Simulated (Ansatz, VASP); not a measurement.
**Si3Br2: VASP beside Ansatz**

```
CELL_PARAMETERS angstrom
7.49862 0.00000 0.00000
0.00000 7.49862 0.00000
0.00000 0.00000 3.95927
ATOMIC_POSITIONS crystal
Si 0.00000 0.00000 0.00000
Si 0.50000 0.50000 0.00000
Si 0.17680 0.67680 0.50000
Si 0.32320 0.17680 0.50000
Si 0.82320 0.32320 0.50000
Si 0.67680 0.82320 0.50000
Br 0.38270 0.88270 0.00000
Br 0.11730 0.38270 0.00000
Br 0.61730 0.11730 0.00000
Br 0.88270 0.61730 0.00000
```

Alike in both runs: task relaxation of cell and atoms; functional PBE; k mesh 2 × 2 × 4; occupations gaussian, width 0.1 eV; no spin polarisation.

|  | VASP | Ansatz |
| --- | --- | --- |
| version | VASP 6.6.1 | Ansatz 0.2.0 |
| potentials or method | VASP PAW PBE potentials, release 64 (Si, Br), cutoff 600 eV | scalar-relativistic, plane waves, PAW |
| valence electrons in the cell | 52 | 52 |

```csv
,VASP,Ansatz,Ansatz less VASP
"gap on the k mesh at the Fermi level, each at its own relaxed structure (eV)",none,none,-
relaxed volume (Å³/atom),24.21,24.15,-0.059
relaxed length of the cell vector where the two differ most in proportion (Å),3.394,3.404,+0.0099
```

A gap of «none» marks a metal or a gap that the smearing closes.

The k mesh is coarse, so the values compare programs but aren't converged.
